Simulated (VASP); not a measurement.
Wanted: the native input for a VASP 6.6.1 run.

| Quantity | Value |
| --- | --- |
| Task | single point |
| Functional | PBE |
| Potentials or basis | VASP PAW PBE potentials, release 64 (Sn_d, Pb_d) |
| Cutoff | 520 eV |
| k mesh | 6 × 6 × 12 |
| Occupations | gaussian, width 0.1 eV |
| Spin | no spin polarisation |
| Dipole correction | no |
| Further INCAR settings | ALGO = Fast; EDIFF = 1e-06; NBANDS = 28 |

The structure of Sn2Pb lies in POSCAR:

```
Sn2Pb
1.0
    5.7304122490      0.0000000000      0.0000000000
   -2.8652061245      4.9626825818      0.0000000000
    0.0000000000      0.0000000000      3.3789604879
Sn Pb
2 1
Direct
    0.3333333333      0.6666666667      0.5000000000
    0.6666666667      0.3333333333      0.5000000000
    0.0000000000      0.0000000000      0.0000000000
```

This cell differs from its parent crystal: volume scaled by 1.10, then relaxed in part.

These files were run (other wordings do the same):

INCAR

```
PREC     = Accurate       # precision mode
ENCUT    = 520            # plane-wave cutoff, eV
EDIFF    = 1E-6           # SCF threshold, eV
ISMEAR   = 0              # smearing method
SIGMA    = 0.1            # smearing width, eV
LREAL    = False          # projectors in reciprocal space
LASPH    = True           # aspherical terms in the spheres
NELM     = 80             # most SCF steps
ALGO     = Fast           # electronic algorithm
ISIF     = 2              # what is computed and relaxed
LWAVE    = False          # write WAVECAR
LCHARG   = False          # write CHGCAR
GGA      = PE             # functional
NBANDS   = 28             # bands
```

KPOINTS

```
regular mesh
0
Gamma
  6 6 12
```

Potentials or basis: VASP PAW PBE potentials, release 64 (Sn_d, Pb_d).

Command:

```bash
$ cat potpaw_PBE.64/Sn_d/POTCAR potpaw_PBE.64/Pb_d/POTCAR > POTCAR
$ mpirun -np 1 vasp_std > vasp.out
```

Results of the run:

- Pressure: -3.6 GPa
- Band gap on the k mesh: zero (band 21 reaches 7.45 eV, above the bottom of band 22 at 4.37 eV)

Caveat: spin-orbit coupling is left out, which moves the levels of the heavy elements.

Run time: 3 min on 1 thread of Intel(R) Xeon(R) Platinum 8259CL CPU @ 2.50GHz (Skylake/Cascade Lake) (shared host), peak memory 0.31 GiB.
